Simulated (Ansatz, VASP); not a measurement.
Two plane-wave programs on HfN

```
Hf N
1.0
     0.00000    2.39345    2.45482
     2.39345    0.00000    2.45482
     2.39345    2.39345    0.00000
Hf N
1 1
Direct
  0.00000 0.00000 0.00000
  0.75000 0.75000 0.75000
```

Change from the starting cell: strain -0.025 along x and y, +0.000 along z, atoms carried along.

Alike in both runs: task single point; functional LDA; k mesh 16 × 16 × 16; occupations gaussian, width 0.15 eV; no spin polarisation.

```csv
,VASP,Ansatz
version,VASP 6.6.1,Ansatz 0.2.0
potentials or method,"VASP PAW LDA potentials, release 64 (Hf_pv, N), cutoff 520 eV","scalar-relativistic, plane waves, PAW"
valence electrons in the cell,15,31
```

```tsv
	VASP	Ansatz	Ansatz less VASP
gap on the k mesh at the Fermi level (eV)	none	none	-
pressure (GPa)	0.0	0.2	+0.16
traceless stress, the component that is largest in VASP (GPa)	-2.73	-2.75	-0.021
```

LDA's correlation is that of Perdew and Zunger in VASP and of Perdew and Wang (1992) in Ansatz. A gap of «none» marks a metal or a gap that the smearing closes. VASP's potentials hold 15 valence electrons a cell and Ansatz's 31, so a difference there can come from the potentials and not from the codes.

Spin-orbit coupling is off throughout.
